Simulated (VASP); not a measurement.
# NaF in VASP: further runs, part 2 of 2

VASP 6.6.1. The steps go on from the part before.

## Step 3: Single point, PBE

This run uses another cell than the first one: it holds 12 atoms, not 6.

INCAR reads:

```
PREC     = Accurate       # precision mode
ENCUT    = 520            # plane-wave cutoff, eV
EDIFF    = 1E-6           # SCF threshold, eV
ISMEAR   = 0              # smearing method
SIGMA    = 0.1            # smearing width, eV
LREAL    = False          # projectors in reciprocal space
LASPH    = True           # aspherical terms in the spheres
NELM     = 100            # most SCF steps
ALGO     = Normal         # electronic algorithm
ISIF     = 2              # what is computed and relaxed
LWAVE    = False          # write WAVECAR
LCHARG   = False          # write CHGCAR
GGA      = PE             # functional
NBANDS   = 54             # bands
```

KPOINTS reads:

```
Automatic mesh
0
Gamma
  4 4 4
```

POSCAR reads:

```
NaF
1.0
    3.1970348000     -4.9148210000      0.0000000000
    3.1970348000      4.9148210000      0.0000000000
   -2.8938814000      0.0000000000      5.3769792000
Na F
6 6
Direct
    0.3034770000      0.9959330000      0.1994260000
    0.3034770000      0.9959330000      0.6994260000
    0.6639650000      0.6639650000      0.4573115000
    0.6639650000      0.6639650000      0.9573115000
    0.9959330000      0.3034770000      0.1994260000
    0.9959330000      0.3034770000      0.6994260000
    0.6958320000      0.0037220000      0.3002595000
    0.6958320000      0.0037220000      0.8002595000
    0.3368320000      0.3368320000      0.0432645000
    0.3368320000      0.3368320000      0.5432645000
    0.0037220000      0.6958320000      0.3002595000
    0.0037220000      0.6958320000      0.8002595000
```

Potentials or basis: VASP PAW PBE potentials, release 64 (Na_pv, F).

Started as:

```bash
cat potpaw_PBE.64/Na_pv/POTCAR potpaw_PBE.64/F/POTCAR > POTCAR
mpirun -np 1 vasp_std > vasp.out
```

OUTCAR:

```text
PREC = Accurate
   ENCUT = 520
   EDIFF = 1E-6
   ISMEAR = 0
   LREAL = False
   LASPH = True
   NELM = 100
   ISIF = 2
   GGA = PE

 ion  position               nearest neighbor table
   1  0.303  0.996  0.199-   7 2.20  11 2.28  12 2.28
   2  0.303  0.996  0.699-   8 2.20  12 2.28  11 2.28
   3  0.664  0.664  0.457-
   4  0.664  0.664  0.957-
   5  0.996  0.303  0.199-  11 2.20   7 2.28   8 2.28
   6  0.996  0.303  0.699-  12 2.20   8 2.28   7 2.28
   7  0.696  0.004  0.300-   1 2.20   5 2.28   6 2.28
   8  0.696  0.004  0.800-   2 2.20   6 2.28   5 2.28
   9  0.337  0.337  0.043-
  10  0.337  0.337  0.543-
  11  0.004  0.696  0.300-   5 2.20   1 2.28   2 2.28
  12  0.004  0.696  0.800-   6 2.20   2 2.28   1 2.28
[... 9 lines left out ...]
 A1 = (   3.1970348000,  -4.9148210000,   0.0000000000)
 A2 = (   3.1970348000,   4.9148210000,   0.0000000000)
 A3 = (  -2.8938814000,   0.0000000000,   5.3769792000)

Analysis of symmetry for initial positions (statically):
=====================================================================
 Subroutine PRICEL returns following result:

  LATTYP: Found a base centered monoclinic cell.
 ALAT       =     6.3940696000
 B/A-ratio  =     1.5373060687
 C/A-ratio  =     0.4774943001
 COS(beta)  =    -0.4739201581

  Lattice vectors:

 A1 = (   3.1970348000,  -4.9148210000,   0.0000000000)
 A2 = (   3.1970348000,   4.9148210000,   0.0000000000)
 A3 = (  -1.4469407000,   0.0000000000,   2.6884896000)

   2 primitive cells build up your supercell.

 Routine SETGRP: Setting up the symmetry group for a
 base centered monoclinic supercell.

 Subroutine GETGRP returns: Found  2 space group operations
 (whereof  2 operations were pure point group operations)
[... 161 lines left out ...]
   GGA     = PE    functional components
   LHFCALC =     F    Hartree Fock is set to
   AEXX    =    0.0000 exact exchange contribution
   IVDW    =     0    specifies the selected vdW correction
   LEPSILON=     F    determine dielectric tensor
   LRPA    =     F    only Hartree local field effects (RPA)
 non-spin polarized calculation
 Gauss-broadening in eV      SIGMA  =   0.10
  energy-cutoff  :      520.00
  volume of cell :      168.98
 maximum number of plane-waves:      4569
 NGX is ok and might be reduce to    48

 number of electron      83.9999983 magnetization

 Free energy of the ion-electron system (eV)
  ---------------------------------------------------
  ext. energy  EPLUGINS =         0.00000000
  ---------------------------------------------------
  free energy    TOTEN  =       -50.33256869 eV

  energy without entropy =      -50.33256869  energy(sigma->0) =      -50.33256869

 E-fermi :  -1.8801     XC(G=0):  -8.5027

 val. band max:       -2.3302413776   @ k =   0.5000   0.5000   0.0000
 cond. band min:       3.0894539446   @ k =   0.0000   0.0000   0.0000
 fundamental gap:      5.4196953222
 Fermi energy:        -1.8801376359

 k-point     1 :       0.0000    0.0000    0.0000
  band No.  band energies     occupation
      1     -22.3825      2.00000
      2     -22.3675      2.00000
      3     -22.3129      2.00000
      4     -22.1835      2.00000
      5     -22.1726      2.00000
      6     -21.9892      2.00000
[... 1357 lines left out ...]
     53      12.1254      0.00000
     54      12.1306      0.00000

------------------------ aborting loop because EDIFF is reached ----------------------------------------

  FORCE on cell =-STRESS in cart. coord.  units (eV):
  Direction    XX          YY          ZZ          XY          YZ          ZX
  --------------------------------------------------------------------------------------
  -------------------------------------------------------------------------------------
  Total       -0.0701027     -0.1003283     -0.1587329      0.0000000      0.0000000     -0.0128678
  in kB       -0.6646946     -0.9512851     -1.5050607      0.0000000      0.0000000     -0.1220088
  external PRESSURE =      -1.0403468 kB  Pullay stress =       0.0000000 kB

 VOLUME and BASIS-vectors are now :
 -----------------------------------------------------------------------------
  energy-cutoff  :      520.00
  volume of cell :      168.98
      direct lattice vectors                 reciprocal lattice vectors
     3.197034800 -4.914821000  0.000000000     0.156394919 -0.101733105  0.084171490
     3.197034800  4.914821000  0.000000000     0.156394919  0.101733105  0.084171490
    -2.893881400  0.000000000  5.376979200     0.000000000  0.000000000  0.185978030

 POSITION                                       TOTAL-FORCE (eV/Angst)
 -----------------------------------------------------------------------------------
      3.57714      3.40330      1.07231         0.001369      0.007650      0.000452
      2.13020      3.40330      3.76080         0.001369      0.007650      0.000452
      2.92203      0.00000      2.45895         0.000223     -0.000000     -0.000439
      1.47509      0.00000      5.14744         0.000223     -0.000000     -0.000439
      3.57714     -3.40330      1.07231         0.001369     -0.007650      0.000452
      2.13020     -3.40330      3.76080         0.001369     -0.007650      0.000452
      1.36758     -3.40160      1.61449        -0.001817     -0.007646     -0.000050
     -0.07936     -3.40160      4.30298        -0.001817     -0.007646     -0.000050
      2.02852      0.00000      0.23263         0.000672     -0.000000     -0.000364
      0.58158      0.00000      2.92112         0.000672     -0.000000     -0.000364
      1.36758      3.40160      1.61449        -0.001817      0.007646     -0.000050
     -0.07936      3.40160      4.30298        -0.001817      0.007646     -0.000050
 -----------------------------------------------------------------------------------
    total drift:                                0.000132      0.000000     -0.000481

  FREE ENERGIE OF THE ION-ELECTRON SYSTEM (eV)
  ---------------------------------------------------
  free  energy   TOTEN  =       -50.3325686945 eV

  energy  without entropy=      -50.3325686945  energy(sigma->0) =      -50.33256869
```

OSZICAR:

```text
N       E                     dE             d eps       ncg     rms          rms(c)
DAV:   1     0.122756433673E+04    0.12276E+04   -0.43012E+04  2598   0.193E+03
DAV:   2     0.137693641627E+03   -0.10899E+04   -0.10345E+04  2864   0.572E+02
DAV:   3    -0.465104854976E+02   -0.18420E+03   -0.18162E+03  2746   0.232E+02
DAV:   4    -0.562599778734E+02   -0.97495E+01   -0.96933E+01  2994   0.556E+01
DAV:   5    -0.564897019158E+02   -0.22972E+00   -0.22959E+00  2828   0.916E+00    0.137E+01
DAV:   6    -0.504150651696E+02    0.60746E+01   -0.21976E+01  3940   0.233E+01    0.469E+00
DAV:   7    -0.503211669996E+02    0.93898E-01   -0.45272E-01  3156   0.433E+00    0.274E+00
DAV:   8    -0.503185183627E+02    0.26486E-02   -0.20112E-01  3428   0.549E+00    0.307E-01
DAV:   9    -0.503305487313E+02   -0.12030E-01   -0.47272E-02  3044   0.118E+00    0.170E-01
DAV:  10    -0.503325601771E+02   -0.20114E-02   -0.36903E-03  2810   0.564E-01    0.443E-02
DAV:  11    -0.503325536065E+02    0.65707E-05   -0.23962E-04  3002   0.119E-01    0.153E-02
DAV:  12    -0.503325681584E+02   -0.14552E-04   -0.51053E-05  3234   0.892E-02    0.845E-03
DAV:  13    -0.503325689648E+02   -0.80635E-06   -0.10769E-05  3098   0.297E-02    0.423E-03
DAV:  14    -0.503325686945E+02    0.27026E-06   -0.32032E-06  2226   0.183E-02
   1 F= -.50332569E+02 E0= -.50332569E+02  d E =-.873297E-11
```

Run time: 3 min. Hardware: 1 thread of AMD EPYC 9R45 (Zen 5), shared host; peak memory 0.36 GiB.

What came out:

```yaml
Free_energy: -50.3326 eV
Pressure: -0.1 GPa
Largest_force: 0.008 eV/Å
Band_gap_on_the_k_mesh: 5.42 eV
```

Forces in eV/Å, atoms in the order of the input:
```
Na   0.001  0.008  0.000
Na   0.001  0.008  0.000
Na   0.000  0.000  0.000
Na   0.000  0.000  0.000
Na   0.001 -0.008  0.000
Na   0.001 -0.008  0.000
F   -0.002 -0.008  0.000
F   -0.002 -0.008  0.000
F    0.001  0.000  0.000
F    0.001  0.000  0.000
F   -0.002  0.008  0.000
F   -0.002  0.008  0.000
```

Levels at points of the mesh, in eV from the valence-band top:
| k point | band 38 | band 39 | band 40 | band 41 | band 42 | band 43 | band 44 | band 45 | band 46 | band 47 |
| --- | --- | --- | --- | --- | --- | --- | --- | --- | --- | --- |
| (0.00, 0.00, 0.00) | -0.25 | -0.25 | -0.24 | -0.05 | -0.03 | 5.42 | 10.34 | 10.47 | 10.61 | 10.89 |
| (0.50, 0.00, 0.00) | -0.26 | -0.22 | -0.22 | -0.06 | -0.01 | 7.45 | 7.65 | 9.80 | 9.86 | 10.40 |
| (0.50, 0.50, 0.00) | -0.34 | -0.27 | -0.25 | -0.07 | 0.00 | 7.42 | 7.70 | 9.75 | 10.49 | 10.89 |
| (0.00, 0.00, 0.50) | -0.53 | -0.36 | -0.36 | -0.23 | -0.23 | 7.22 | 7.22 | 10.34 | 10.34 | 10.59 |
| (0.50, 0.00, 0.50) | -0.47 | -0.38 | -0.38 | -0.26 | -0.26 | 7.67 | 7.67 | 9.76 | 9.76 | 10.24 |
| (0.50, 0.50, 0.50) | -0.40 | -0.34 | -0.34 | -0.30 | -0.30 | 8.61 | 8.61 | 8.99 | 8.99 | 9.58 |

## Step 4: Single point, PBE

This run uses another cell than the first one: it holds 12 atoms, not 6.

INCAR reads:

```
SYSTEM = NaF
ALGO = Normal
EDIFF = 1E-7
ENCUT = 520
GGA = PE
ISIF = 2
ISMEAR = 0
LASPH = .TRUE.
LCHARG = .FALSE.
LREAL = .FALSE.
LWAVE = .FALSE.
NBANDS = 54
NELM = 80
PREC = Accurate
SIGMA = 0.1
```

KPOINTS reads:

```
k-points
0
G
  4 4 4
  0 0 0
```

POSCAR reads:

```
NaF
1.0
    3.2128447455     -4.9058257668     -0.0045555319
    3.2071716119      4.9022580386     -0.0025306003
   -2.9110856990      0.0026742660      5.3543227899
Na F
6 6
Direct
    0.3033918671      0.9956539770      0.1994495476
    0.3033101916      0.9959410069      0.6994203206
    0.6639759520      0.6637991609      0.4566188087
    0.6638191979      0.6639340937      0.9565760627
    0.9958783624      0.3032467463      0.2012257758
    0.9957463083      0.3033248891      0.7012357586
    0.6960096928      0.0038790537      0.3002975919
    0.6957520438      0.0039155383      0.8002506700
    0.3369187922      0.3370402038      0.0438935483
    0.3370626137      0.3368832337      0.5439138055
    0.0038532896      0.6958646551      0.2985063778
    0.0038036886      0.6960394415      0.7985057326
```

Started as:

```bash
cat potpaw_PBE.64/Na_pv/POTCAR potpaw_PBE.64/F/POTCAR > POTCAR
mpirun -np 1 vasp_std > vasp.out
```

Run time: 5 min. Hardware: 1 thread of AMD EPYC 9R45 (Zen 5), shared host; peak memory 0.41 GiB.

It converged, with:

```
Free energy            : -50.3316 eV
Pressure               : 0.0 GPa
Largest force          : 0.010 eV/Å
Band gap on the k mesh : 5.43 eV
```

Forces in eV/Å, atoms in the order of the input:
```
Na   0.002  0.008  0.002
Na   0.000  0.007  0.002
Na  -0.001  0.001 -0.001
Na  -0.001 -0.002  0.000
Na   0.003 -0.009 -0.002
Na   0.003 -0.008 -0.001
F   -0.001 -0.008 -0.001
F    0.000 -0.010 -0.001
F   -0.001  0.000  0.000
F    0.000  0.002 -0.001
F   -0.002  0.010  0.001
F   -0.002  0.008  0.002
```

Stress tensor (GPa, compression positive):
```
-0.09  0.02 -0.05
 0.02  0.03 -0.01
-0.05 -0.01  0.07
```

Levels at points of the mesh, in eV from the valence-band top:
```tsv
k point	band 40	band 41	band 42	band 43	band 44	band 45
(0.00, 0.00, 0.00)	-0.25	-0.05	-0.03	5.43	10.34	10.51
(0.50, 0.00, 0.00)	-0.22	-0.06	-0.01	7.46	7.66	9.82
(0.00, 0.50, 0.00)	-0.22	-0.06	-0.01	7.46	7.66	9.81
(0.50, 0.50, 0.00)	-0.25	-0.07	0.00	7.43	7.71	9.76
(0.00, 0.00, 0.50)	-0.37	-0.24	-0.24	7.24	7.24	10.33
(0.50, 0.00, 0.50)	-0.39	-0.27	-0.27	7.67	7.67	9.79
(0.00, 0.50, 0.50)	-0.38	-0.26	-0.26	7.68	7.68	9.79
(0.50, 0.50, 0.50)	-0.35	-0.30	-0.30	8.63	8.63	9.00
```

A k mesh can miss the band edges.

## Step 5: Relaxation of shape and atoms at fixed volume, PBE (13.66 Å³/atom)

This run uses another cell than the first one, of 13.66 Å³/atom.

INCAR reads:

```
SYSTEM = NaF
PREC = Accurate
ENCUT = 600
EDIFF = 1E-6
ISMEAR = 0
SIGMA = 0.02
LREAL = .FALSE.
LASPH = .TRUE.
NELM = 100
ALGO = Normal
ISIF = 4
LWAVE = .FALSE.
LCHARG = .FALSE.
GGA = PE
IBRION = 2
NSW = 50
EDIFFG = -0.01
```

KPOINTS reads:

```
Automatic mesh
0
G
  6 6 8
  0 0 0
```

POSCAR reads:

```
NaF
1.0
    3.1647393112     -4.8651729490      0.0000000000
    3.1647393112      4.8651729490      0.0000000000
   -1.4323241380      0.0000000000      2.6613312826
Na F
3 3
Direct
    0.3034770000      0.9959330000      0.3988520000
    0.6639650000      0.6639650000      0.9146230000
    0.9959330000      0.3034770000      0.3988520000
    0.6958320000      0.0037220000      0.6005190000
    0.3368320000      0.3368320000      0.0865290000
    0.0037220000      0.6958320000      0.6005190000
```

Potentials or basis: VASP PAW PBE potentials, release 64 (Na_pv, F).

Started as:

```bash
cat potpaw_PBE.64/Na_pv/POTCAR potpaw_PBE.64/F/POTCAR > POTCAR
mpirun -np 1 vasp_std > vasp.out
```

OUTCAR:

```text
SYSTEM = NaF
   PREC = Accurate
   ENCUT = 600
   EDIFF = 1E-6
   ISMEAR = 0
   LREAL = .FALSE.
   LASPH = .TRUE.
   NELM = 100
   ISIF = 4
   GGA = PE
   IBRION = 2
   NSW = 50
   EDIFFG = -0.01

 ion  position               nearest neighbor table
   1  0.303  0.996  0.399-   4 2.18   6 2.25   6 2.25
   2  0.664  0.664  0.915-
   3  0.996  0.303  0.399-   6 2.18   4 2.25   4 2.25
   4  0.696  0.004  0.601-   1 2.18   3 2.25   3 2.25
   5  0.337  0.337  0.087-
   6  0.004  0.696  0.601-   3 2.18   1 2.25   1 2.25

  LATTYP: Found a base centered monoclinic cell.
 ALAT       =     6.3294786224
 B/A-ratio  =     1.5373060687
 C/A-ratio  =     0.4774943001
 COS(beta)  =    -0.4739201581

[... 274 lines left out ...]
  ext. energy  EPLUGINS =         0.00000000
  ---------------------------------------------------
  free energy    TOTEN  =       -25.16003651 eV

  energy without entropy =      -25.16003651  energy(sigma->0) =      -25.16003651

 E-fermi :  -2.0402     XC(G=0):  -8.6396

 val. band max:       -2.2043687544   @ k =   0.5000   0.5000   0.0000
 cond. band min:       3.3330938898   @ k =   0.0000   0.0000   0.0000
 fundamental gap:      5.5374626442
 Fermi energy:        -2.0402349151

 k-point     1 :       0.0000    0.0000    0.0000
  band No.  band energies     occupation
      1     -22.2729      2.00000
      2     -22.2420      2.00000
      3     -21.7997      2.00000
      4     -21.7292      2.00000
      5     -21.6858      2.00000
      6     -21.6716      2.00000
[... 661 lines left out ...]
     24       8.1927      0.00000
     25       9.8018      0.00000

 [... further k-points ...]

------------------------ aborting loop because EDIFF is reached ----------------------------------------

  FORCE on cell =-STRESS in cart. coord.  units (eV):
  Direction    XX          YY          ZZ          XY          YZ          ZX
  --------------------------------------------------------------------------------------
  -------------------------------------------------------------------------------------
  Total        0.5590661      0.5691751      0.5399988      0.0000000      0.0000000     -0.0022033
  in kB       10.9297077     11.1273397     10.5569448      0.0000000      0.0000000     -0.0430746
  external PRESSURE =      10.8713307 kB  Pullay stress =       0.0000000 kB
[... 21 lines left out ...]
  FREE ENERGIE OF THE ION-ELECTRON SYSTEM (eV)
  ---------------------------------------------------
  free  energy   TOTEN  =       -25.1600365131 eV

  energy  without entropy=      -25.1600365131  energy(sigma->0) =      -25.16003651

 reached required accuracy - stopping structural energy minimisation
```

It took 7.9 min on 1 thread of Intel Xeon 8259CL, shared host; peak memory 0.34 GiB.

What came out:

```yaml
Free_energy: -25.1600 eV
Energy_gained_by_relaxing: 0.1 meV/atom
Ionic_steps: 3
Pressure_after_relaxing: 1.1 GPa
Largest_force_after_relaxing: 0.006 eV/Å
Band_gap_on_the_k_mesh: 5.54 eV (least direct gap 5.56 eV)
```

Forces on the atoms (eV/Å):
```
Na  -0.005  0.003  0.001
Na  -0.002  0.000 -0.001
Na  -0.005 -0.003  0.001
F    0.004 -0.002 -0.001
F    0.003  0.000  0.000
F    0.004  0.002 -0.001
```

Step by step:
| step | energy change (eV) | largest force (eV/Å) | pressure (GPa) | volume (Å³) |
| --- | --- | --- | --- | --- |
| 1 | 0.0000 | 0.0288 | 1.12 | 81.95 |
| 2 | -0.0002 | 0.0209 | 1.11 | 81.95 |
| 3 | -0.0003 | 0.0060 | 1.09 | 81.95 |

Final structure:
```yaml
crystal:
  lattice:
    - [3.16940, -4.85780, -0.00086]
    - [3.16940, 4.85780, -0.00086]
    - [-1.43516, 0.00000, 2.66184]
  atoms:
    - { symbol: Na, position: [0.30350, 0.99681, 0.39929] }
    - { symbol: Na, position: [0.66367, 0.66367, 0.91427] }
    - { symbol: Na, position: [0.99681, 0.30350, 0.39929] }
    - { symbol: F, position: [0.69570, 0.00293, 0.60013] }
    - { symbol: F, position: [0.33716, 0.33716, 0.08679] }
    - { symbol: F, position: [0.00293, 0.69570, 0.60013] }
```

Levels at points of the mesh, in eV from the valence-band top:
| k point | band 17 | band 18 | band 19 | band 20 | band 21 | band 22 | band 23 | band 24 | band 25 |
| --- | --- | --- | --- | --- | --- | --- | --- | --- | --- |
| (0.00, 0.00, 0.00) | -0.30 | -0.27 | -0.26 | -0.05 | -0.03 | 5.54 | 10.48 | 10.77 | 11.91 |
| (0.50, 0.00, 0.00) | -0.42 | -0.36 | -0.30 | -0.06 | -0.01 | 7.60 | 7.81 | 9.96 | 11.49 |
| (0.50, 0.50, 0.00) | -0.41 | -0.39 | -0.30 | -0.07 | 0.00 | 7.56 | 7.88 | 9.91 | 11.24 |
| (0.00, 0.00, 0.50) | -0.85 | -0.63 | -0.49 | -0.37 | -0.25 | 10.63 | 11.09 | 11.15 | 11.36 |
| (0.50, 0.00, 0.50) | -0.80 | -0.74 | -0.57 | -0.24 | -0.22 | 10.02 | 10.59 | 11.26 | 12.45 |
| (0.50, 0.50, 0.50) | -0.85 | -0.64 | -0.49 | -0.36 | -0.25 | 10.65 | 11.09 | 11.13 | 11.36 |

A k mesh can miss the band edges.

## Step 6: The runs side by side

| task | cell | k mesh | cutoff (eV) | smearing | gap on the mesh (eV) | pressure (GPa) | largest force (eV/Å) |
| --- | --- | --- | --- | --- | --- | --- | --- |
| single point | a = 6.069, b = 6.069, c = 3.146 Å, angles 104.9, 104.9, 114.3°, 6 atoms, atomic positions A | 6 × 6 × 8 | 520 | gaussian 0.02 eV | 5.08 | -3.2 | 0.01 |
| single point | a = 5.863, b = 5.863, c = 6.106 Å, angles 105.0, 105.0, 113.9°, 12 atoms, atomic positions B | 4 × 4 × 4 | 520 | gaussian 0.1 eV | 5.42 | -0.1 | 0.01 |
| single point | a = 5.864, b = 5.858, c = 6.095 Å, angles 105.2, 105.2, 113.6°, 12 atoms, atomic positions C | 4 × 4 × 4 | 520 | gaussian 0.1 eV | 5.43 | 0.0 | 0.01 |
| relaxation of shape and atoms at fixed volume | relaxed from a = 5.804, b = 5.804, c = 3.022 Å, angles 105.0, 105.0, 113.9°, 6 atoms, atomic positions D | 6 × 6 × 8 | 600 | gaussian 0.02 eV | 5.54 | 1.1 | 0.01 |

Alike in all rows: level PBE; potentials or basis VASP PAW PBE potentials, release 64 (Na_pv, F); no spin polarisation.

Caveats: the cell stands under tension (at least some runs).

Absolute energies hang on the potentials; compare differences alone.
